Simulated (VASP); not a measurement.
# FeO (Wuestite) (Fm-3m) in VASP: a series of runs

The runs below take FeO (Wuestite) through single point, with PBE.

All numbers are computed with VASP 6.6.1; they aren't measurements. Logs are shortened: lines on timing, memory, paths and dates and some standing lists are left out, and cuts for length are marked.

**Experimental background.**

“W\"ustite: Electric, thermodynamic and optical properties of FeO”, 2012, arxiv:1203.1201 quotes, for a bulk crystal of FeO: band gap 2.4 eV (optical).

How close the calculation comes is told below.

## Step 1: The cell of the first run

The structure is cubic, space group Fm-3m (No. 225). Conventional cell: a = 4.063 Å, b = 4.063 Å, c = 4.063 Å, α = 90.00°, β = 90.00°, γ = 90.00°. Within 2.7 Å of Fe (site symmetry m-3m) lie 6 O at 2.03 Å. O (site symmetry m-3m) has 6 Fe at 2.03 Å within 2.7 Å.

## Step 2: Single point, PBE (volume scaled by 0.980)

The input, INCAR:

```
  PREC = Accurate
  ENCUT = 520
  EDIFF = 1E-7
  ISMEAR = 0
  SIGMA = 0.05
  LREAL = False
  LASPH = True
  NELM = 100
  ALGO = Normal
  ISIF = 2
  LWAVE = False
  LCHARG = False
  GGA = PE
  NBANDS = 14
```

The input, KPOINTS:

```
regular mesh
0
Gamma
  14 14 14
```

The input, POSCAR:

```
FeO
1.0
    0.0000000000      2.0314690713      2.0314690713
    2.0314690713      0.0000000000      2.0314690713
    2.0314690713      2.0314690713      0.0000000000
Fe O
1 1
Direct
    0.0000000000      0.0000000000      0.0000000000
    0.5000000000      0.5000000000      0.5000000000
```

Potentials or basis: VASP PAW PBE potentials, release 64 (Fe, O).

Launch:

```bash
cat potpaw_PBE.64/Fe/POTCAR potpaw_PBE.64/O/POTCAR > POTCAR
mpirun -np 1 vasp_std > vasp.out
```

OUTCAR:

```text
PREC = Accurate
   ENCUT = 520
   EDIFF = 1E-7
   ISMEAR = 0
   LREAL = False
   LASPH = True
   NELM = 100
   ISIF = 2
   GGA = PE

 ion  position               nearest neighbor table
   1  0.000  0.000  0.000-   2 2.03   2 2.03   2 2.03   2 2.03   2 2.03   2 2.03
   2  0.500  0.500  0.500-   1 2.03   1 2.03   1 2.03   1 2.03   1 2.03   1 2.03

  LATTYP: Found a face centered cubic cell.
 ALAT       =     4.0629381426

  Lattice vectors:

 A1 = (   0.0000000000,   2.0314690713,   2.0314690713)
 A2 = (   2.0314690713,   0.0000000000,   2.0314690713)
 A3 = (   2.0314690713,   2.0314690713,   0.0000000000)

Analysis of symmetry for initial positions (statically):
=====================================================================
 Subroutine PRICEL returns:
 Original cell was already a primitive cell.

 Routine SETGRP: Setting up the symmetry group for a
 face centered cubic supercell.

 Subroutine GETGRP returns: Found 48 space group operations
 (whereof 48 operations were pure point group operations)
 out of a pool of 48 trial point group operations.

The static configuration has the point symmetry O_h .

Analysis of symmetry for dynamics (positions and initial velocities):
=====================================================================
 Subroutine PRICEL returns:
 Original cell was already a primitive cell.

 Routine SETGRP: Setting up the symmetry group for a
 face centered cubic supercell.

 Subroutine GETGRP returns: Found 48 space group operations
 (whereof 48 operations were pure point group operations)
 out of a pool of 48 trial point group operations.

The dynamic configuration has the point symmetry O_h .

 Subroutine INISYM returns: Found 48 space group operations
 (whereof 48 operations are pure point group operations),
 and found     1 'primitive' translations

----------------------------------------------------------------------------------------

                                     Primitive cell

  volume of cell :      16.7672

  direct lattice vectors                    reciprocal lattice vectors
     0.000000000  2.031469071  2.031469071    -0.246127301  0.246127301  0.246127301
     2.031469071  0.000000000  2.031469071     0.246127301 -0.246127301  0.246127301
     2.031469071  2.031469071  0.000000000     0.246127301  0.246127301 -0.246127301

  length of vectors
     2.872931112  2.872931112  2.872931112     0.426304991  0.426304991  0.426304991

  position of ions in fractional coordinates (direct lattice)
     0.000000000  0.000000000  0.000000000
     0.500000000  0.500000000  0.500000000

  ion indices of the primitive-cell ions
   primitive index   ion index
                 1           1
                 2           2

----------------------------------------------------------------------------------------

 KPOINTS: regular mesh

Automatic generation of k-mesh.
 Grid dimensions read from file:
 generate k-points for:   14   14   14

 Generating k-lattice:

  Cartesian coordinates                     Fractional coordinates (reciprocal lattice)
    -0.017580522  0.017580522  0.017580522     0.071428571  0.000000000  0.000000000
     0.017580522 -0.017580522  0.017580522     0.000000000  0.071428571  0.000000000
     0.017580522  0.017580522 -0.017580522     0.000000000  0.000000000  0.071428571

  Length of vectors
     0.030450356  0.030450356  0.030450356

  Shift w.r.t. Gamma in fractional coordinates (k-lattice)
     0.000000000  0.000000000  0.000000000

 Subroutine IBZKPT returns following result:
 ===========================================

 Found    104 irreducible k-points:

 Following reciprocal coordinates:
            Coordinates               Weight
  0.000000  0.000000  0.000000      1.000000
  0.071429  0.000000  0.000000      8.000000
  0.142857  0.000000  0.000000      8.000000
  0.214286  0.000000  0.000000      8.000000
  0.285714  0.000000  0.000000      8.000000
  0.357143  0.000000  0.000000      8.000000
[... 16 lines left out ...]
  0.214286  0.142857  0.000000     24.000000
  0.285714  0.142857  0.000000     24.000000
 [... further k-points ...]
   k-points           NKPTS =    104   k-points in BZ     NKDIM =    104   number of bands    NBANDS=     14
   number of dos      NEDOS =    301   number of ions     NIONS =      2
   total plane-waves  NPLWV =  13824
   dimension x,y,z NGX =    24 NGY =   24 NGZ =   24
   dimension x,y,z NGXF=    48 NGYF=   48 NGZF=   48
   ions per type =               1   1
   NGX,Y,Z   is equivalent  to a cutoff of  13.89, 13.89, 13.89 a.u.
   NGXF,Y,Z  is equivalent  to a cutoff of  27.78, 27.78, 27.78 a.u.
 SYSTEM =  unknown system
   PREC   = accura    normal or accurate (medium, high low for compatibility)
   ISTART =      0    job   : 0-new  1-cont  2-samecut
   ICHARG =      2    charge: 1-file 2-atom 10-const
   ISPIN  =      1    spin polarized calculation?
   LNONCOLLINEAR =      F non collinear calculations
   LSORBIT =      F    spin-orbit coupling
[... 64 lines left out ...]
      4       3.3124      2.00000
      5       5.9296      2.00000
      6       5.9298      2.00000
      7       5.9298      2.00000
      8       6.5811      2.00000
      9       6.5814      2.00000
     10       9.7151      0.00000
     11      24.4776      0.00000
     12      27.4453      0.00000
     13      27.4453      0.00000
     14      27.4453      0.00000

 k-point     2 :       0.0714    0.0000    0.0000
  band No.  band energies     occupation
      1     -14.3359      2.00000
      2       2.8929      2.00000
      3       3.0885      2.00000
      4       3.0885      2.00000
      5       6.0087      2.00000
      6       6.0088      2.00000
      7       6.0441      2.00000
      8       6.8238      2.00000
      9       6.8240      2.00000
     10      10.0426      0.00000
     11      23.8653      0.00000
     12      27.3317      0.00000
     13      27.3318      0.00000
     14      27.7988      0.00000

 k-point     3 :       0.1429    0.0000    0.0000
  band No.  band energies     occupation
      1     -14.1456      2.00000
      2       1.9309      2.00000
      3       2.5873      2.00000
      4       2.5873      2.00000
      5       6.1957      2.00000
      6       6.1958      2.00000
      7       6.2651      2.00000
      8       7.4169      2.00000
      9       7.4171      2.00000
     10      10.8513      0.00000
     11      22.5573      0.00000
     12      26.8372      0.00000
     13      26.8372      0.00000
     14      28.4564      0.00000

 k-point     4 :       0.2143    0.0000    0.0000
  band No.  band energies     occupation
      1     -13.8561      2.00000
      2       0.8042      2.00000
      3       2.0334      2.00000
      4       2.0335      2.00000
      5       6.4521      2.00000
      6       6.4523      2.00000
      7       6.5247      2.00000
      8       8.1326      0.00000
      9       8.1328      0.00000
     10      11.8158      0.00000
     11      21.1174      0.00000
     12      25.8400      0.00000
     13      25.8400      0.00000
     14      29.1191      0.00000

 k-point     5 :       0.2857    0.0000    0.0000
  band No.  band energies     occupation
      1     -13.5107      2.00000
      2      -0.2752      2.00000
      3       1.5408      2.00000
      4       1.5409      2.00000
      5       6.7424      2.00000
      6       6.7425      2.00000
      7       6.8365      2.00000
      8       8.8242      0.00000
      9       8.8243      0.00000
     10      12.6402      0.00000
     11      19.8831      0.00000
[... 276 lines left out ...]
 k-point    22 :       0.1429    0.1429    0.0000
  band No.  band energies     occupation
      1     -14.0748      2.00000
      2       1.3484      2.00000
      3       2.7949      2.00000
      4       2.7949      2.00000
      5       5.6035      2.00000
      6       6.6619      2.00000
      7       6.6619      2.00000
      8       6.6979      2.00000
      9       7.6548      1.46202
     10      11.4403      0.00000
     11      22.8186      0.00000
     12      26.1219      0.00000
     13      26.1219      0.00000
     14      27.1110      0.00000

 k-point    23 :       0.2143    0.1429    0.0000
  band No.  band energies     occupation
      1     -13.8771      2.00000
      2       0.7030      2.00000
      3       2.4053      2.00000
      4       2.4980      2.00000
      5       5.5835      2.00000
      6       6.7433      2.00000
      7       6.9132      2.00000
      8       7.1301      2.00000
      9       8.0314      0.00000
     10      12.2770      0.00000
     11      22.0196      0.00000
     12      24.9692      0.00000
     13      25.6330      0.00000
     14      26.7174      0.00000

 k-point    24 :       0.2857    0.1429    0.0000
  band No.  band energies     occupation
      1     -13.6041      2.00000
      2       0.0291      2.00000
      3       1.7975      2.00000
      4       2.0684      2.00000
      5       5.7646      2.00000
      6       6.9516      2.00000
      7       7.1472      2.00000
      8       7.6868      0.77335
      9       8.5616      0.00000
     10      13.1385      0.00000
     11      20.8139      0.00000
     12      23.5753      0.00000
     13      24.9922      0.00000
     14      27.4662      0.00000

 [... further k-points ...]
[... 5 lines left out ...]
  --------------------------------------------------------------------------------------
  -------------------------------------------------------------------------------------
  Total        0.6782200      0.6782200      0.6782200      0.0000000      0.0000000     -0.0000000
  in kB       64.8067961     64.8067961     64.8067961      0.0000000      0.0000000     -0.0000000
  external PRESSURE =      64.8067961 kB  Pullay stress =       0.0000000 kB

 VOLUME and BASIS-vectors are now :
 -----------------------------------------------------------------------------
  energy-cutoff  :      520.00
  volume of cell :       16.77
      direct lattice vectors                 reciprocal lattice vectors
     0.000000000  2.031469071  2.031469071    -0.246127301  0.246127301  0.246127301
     2.031469071  0.000000000  2.031469071     0.246127301 -0.246127301  0.246127301
     2.031469071  2.031469071  0.000000000     0.246127301  0.246127301 -0.246127301

 POSITION                                       TOTAL-FORCE (eV/Angst)
 -----------------------------------------------------------------------------------
      0.00000      0.00000      0.00000         0.000000      0.000000      0.000000
      2.03147      2.03147      2.03147         0.000000     -0.000000      0.000000
 -----------------------------------------------------------------------------------
    total drift:                                0.000000     -0.000000     -0.000000

  FREE ENERGIE OF THE ION-ELECTRON SYSTEM (eV)
  ---------------------------------------------------
  free  energy   TOTEN  =       -13.7732701581 eV

  energy  without entropy=      -13.7635004997  energy(sigma->0) =      -13.76838533
```

It took 25 s on 1 thread of AMD EPYC 7R43 (Zen 3), shared host; peak memory 0.12 GiB.

What came out:

```
Free energy            : -13.7733 eV
Pressure               : 6.5 GPa
Band gap on the k mesh : zero (band 7 reaches 7.72 eV, above the bottom of band 8 at 6.58 eV)
```

Levels at points of the mesh, in eV from the Fermi level:
| k point | band 3 | band 4 | band 5 | band 6 | band 7 | band 8 | band 9 | band 10 | band 11 | band 12 |
| --- | --- | --- | --- | --- | --- | --- | --- | --- | --- | --- |
| (0.00, 0.00, 0.00) | -4.36 | -4.36 | -1.75 | -1.75 | -1.75 | -1.10 | -1.10 | 2.04 | 16.80 | 19.77 |
| (0.50, 0.00, 0.00) | -6.83 | -6.83 | -0.40 | -0.40 | -0.06 | 2.24 | 2.24 | 5.41 | 11.11 | 14.96 |
| (0.50, 0.50, 0.00) | -5.64 | -5.64 | -3.34 | -0.46 | 0.04 | 0.04 | 0.34 | 8.02 | 10.53 | 13.20 |

Caveat: the cell differs from its parent crystal (volume scaled by 0.980); the run has no spin polarisation, though such a crystal can be magnetic; semilocal functionals often make such compounds metallic where correlation or magnetic order opens a gap, which also shifts bond lengths. Spin polarisation is off, so any magnetic state and its effect on volume and gap are missing.

## Step 3: Single point, PBE (volume scaled by 0.960)

The input, INCAR:

```
SYSTEM = FeO
PREC = Accurate
ENCUT = 520
EDIFF = 1E-7
ISMEAR = 0
SIGMA = 0.05
LREAL = .FALSE.
LASPH = .TRUE.
NELM = 60
ALGO = Normal
ISIF = 2
LWAVE = .FALSE.
LCHARG = .FALSE.
GGA = PE
NBANDS = 14
```

The input, KPOINTS:

```
regular mesh
0
G
  14 14 14
  0 0 0
```

The input, POSCAR:

```
FeO
1.0
    0.0000000000      2.0175544629      2.0175544629
    2.0175544629      0.0000000000      2.0175544629
    2.0175544629      2.0175544629      0.0000000000
Fe O
1 1
Direct
    0.0000000000      0.0000000000      0.0000000000
    0.5000000000      0.5000000000      0.5000000000
```

Potentials or basis: VASP PAW PBE potentials, release 64 (Fe, O).

Launch:

```bash
cat potpaw_PBE.64/Fe/POTCAR potpaw_PBE.64/O/POTCAR > POTCAR
mpirun -np 1 vasp_std > vasp.out
```

Run time: 24 s. Hardware: 1 thread of AMD EPYC 7R43 (Zen 3), shared host; peak memory 0.12 GiB.

The run converged. Its results:

- Free energy: -13.7528 eV
- Pressure: 12.4 GPa
- Band gap on the k mesh: zero (band 7 reaches 7.99 eV, above the bottom of band 8 at 6.82 eV)

Levels at points of the mesh, in eV from the Fermi level:
| k point | band 4 | band 5 | band 6 | band 7 | band 8 | band 9 | band 10 | band 11 |
| --- | --- | --- | --- | --- | --- | --- | --- | --- |
| (0.00, 0.00, 0.00) | -4.46 | -1.81 | -1.81 | -1.81 | -1.14 | -1.14 | 2.18 | 16.86 |
| (0.50, 0.00, 0.00) | -7.00 | -0.41 | -0.41 | -0.07 | 2.31 | 2.31 | 5.46 | 11.33 |
| (0.50, 0.50, 0.00) | -5.76 | -3.47 | -0.48 | 0.04 | 0.04 | 0.38 | 8.19 | 10.68 |

Caveat: the cell differs from its parent crystal (volume scaled by 0.960); the run has no spin polarisation, though such a crystal can be magnetic; semilocal functionals often make such compounds metallic where correlation or magnetic order opens a gap, which also shifts bond lengths. Spin polarisation is off, so any magnetic state and its effect on volume and gap are missing.

## Step 4: Single point, PBE

This run uses another cell than the first one, of 8.55 Å³/atom, 1.020 times its volume.

The input, INCAR:

```
SYSTEM = FeO
PREC     = Accurate       ! precision mode
ENCUT    = 520            ! plane-wave cutoff, eV
EDIFF    = 1E-7           ! SCF threshold, eV
ISMEAR   = 0              ! smearing method
SIGMA    = 0.05           ! smearing width, eV
LREAL    = .FALSE.        ! projectors in reciprocal space
LASPH    = .TRUE.         ! aspherical terms in the spheres
NELM     = 60             ! most SCF steps
ALGO     = Normal         ! electronic algorithm
ISIF     = 2              ! what is computed and relaxed
LWAVE    = .FALSE.        ! write WAVECAR
LCHARG   = .TRUE.         ! write CHGCAR
GGA      = PE             ! functional
LELF     = .TRUE.         ! ELF
LVHAR    = .TRUE.       
NBANDS   = 14             ! bands
```

The input, KPOINTS:

```
Automatic mesh
0
G
  14 14 14
  0 0 0
```

The input, POSCAR:

```
FeO
1.0
    0.0000000000      2.0451956301      2.0451956301
    2.0451956301      0.0000000000      2.0451956301
    2.0451956301      2.0451956301      0.0000000000
Fe O
1 1
Direct
    0.0000000000      0.0000000000      0.0000000000
    0.5000000000      0.5000000000      0.5000000000
```

Launch:

```bash
cat potpaw_PBE.64/Fe/POTCAR potpaw_PBE.64/O/POTCAR > POTCAR
mpirun -np 1 vasp_std > vasp.out
```

Wall time 27 s (1 thread of AMD EPYC 7R43 (Zen 3), shared host); peak memory 0.12 GiB.

The run converged. Its results:

| Property | Result |
| --- | --- |
| Free energy | -13.7818 eV |
| Pressure | 1.2 GPa |
| Band gap on the k mesh | zero (band 7 reaches 7.45 eV, above the bottom of band 8 at 6.35 eV) |

Levels at points of the mesh, in eV from the Fermi level:
```
           k point  band 5  band 6  band 7  band 8  band 9  band 10
(0.00, 0.00, 0.00)   -1.68   -1.68   -1.68   -1.06   -1.06     1.91
(0.50, 0.00, 0.00)   -0.38   -0.38   -0.06    2.18    2.18     5.36
(0.50, 0.50, 0.00)   -3.22   -0.44    0.04    0.04    0.31     7.85
```

Caveat: the run has no spin polarisation, though such a crystal can be magnetic; semilocal functionals often make such compounds metallic where correlation or magnetic order opens a gap, which also shifts bond lengths. Spin polarisation is off, so any magnetic state and its effect on volume and gap are missing.

## Step 5: Single point, PBE (volume scaled by 1.020)

The input, INCAR:

```
SYSTEM = FeO
  PREC = Accurate
  ENCUT = 520
  EDIFF = 1E-7
  ISMEAR = 0
  SIGMA = 0.05
  LREAL = .False.
  LASPH = .True.
  NELM = 60
  ALGO = Normal
  ISIF = 2
  LWAVE = .False.
  LCHARG = .True.
  GGA = PE
  LELF = .True.
  LVHAR = .True.
  NBANDS = 14
```

The input, KPOINTS:

```
regular mesh
0
Gamma
  14 14 14
  0 0 0
```

The input, POSCAR:

```
FeO
1.0
    0.0000000000      2.0587403668      2.0587403668
    2.0587403668      0.0000000000      2.0587403668
    2.0587403668      2.0587403668      0.0000000000
Fe O
1 1
Direct
    0.0000000000      0.0000000000      0.0000000000
    0.5000000000      0.5000000000      0.5000000000
```

Launch:

```bash
cat potpaw_PBE.64/Fe/POTCAR potpaw_PBE.64/O/POTCAR > POTCAR
mpirun -np 1 vasp_std > vasp.out
```

Run time: 24 s. Hardware: 1 thread of AMD EPYC 7R43 (Zen 3), shared host; peak memory 0.12 GiB.

The run converged. Its results:

| Quantity | Value |
| --- | --- |
| Free energy | -13.7798 eV |
| Pressure | -3.5 GPa |
| Band gap on the k mesh | zero (band 7 reaches 7.19 eV, above the bottom of band 8 at 6.14 eV) |

Levels at points of the mesh, in eV from the Fermi level:
```csv
k point,band 5,band 6,band 7,band 8,band 9,band 10
"(0.00, 0.00, 0.00)",-1.63,-1.63,-1.63,-1.02,-1.02,1.78
"(0.50, 0.00, 0.00)",-0.37,-0.37,-0.06,2.12,2.12,5.31
"(0.50, 0.50, 0.00)",-3.11,-0.42,0.04,0.04,0.27,7.69
```

Caveat: the cell differs from its parent crystal (volume scaled by 1.020); the run has no spin polarisation, though such a crystal can be magnetic; semilocal functionals often make such compounds metallic where correlation or magnetic order opens a gap, which also shifts bond lengths.

## Step 6: The runs side by side

| cell | gap on the mesh (eV) | pressure (GPa) |
| --- | --- | --- |
| a = 2.873 Å, angles 60.0°, 2 atoms | none | 6.5 |
| a = 2.853 Å, angles 60.0°, 2 atoms | none | 12.4 |
| a = 2.892 Å, angles 60.0°, 2 atoms | none | 1.2 |
| a = 2.911 Å, angles 60.0°, 2 atoms | none | -3.5 |

Alike in all rows: task single point; level PBE; potentials or basis VASP PAW PBE potentials, release 64 (Fe, O); no spin polarisation; k mesh 14 × 14 × 14; cutoff (eV) 520; smearing gaussian 0.05 eV.

Caveats: the run has no spin polarisation, though such a crystal can be magnetic; semilocal functionals often make such compounds metallic where correlation or magnetic order opens a gap, which also shifts bond lengths.

Total energies depend on the potentials used, so only differences within one code and one set of settings carry meaning.

## Step 7: Against experiment

Step 4. Measured gap of FeO: 2.4 eV (optical; quoted in “W\"ustite: Electric, thermodynamic and optical properties of FeO”, 2012, arxiv:1203.1201). This calculation gives 0.00 eV (-2.40 eV). So large a miss can be the level of theory's own, or it may mean another phase, state or a wrong row. The value is that of PBE on a finite k mesh, which can miss the band edges, without temperature or zero-point motion. Semilocal functionals fall short of measured gaps as a rule.
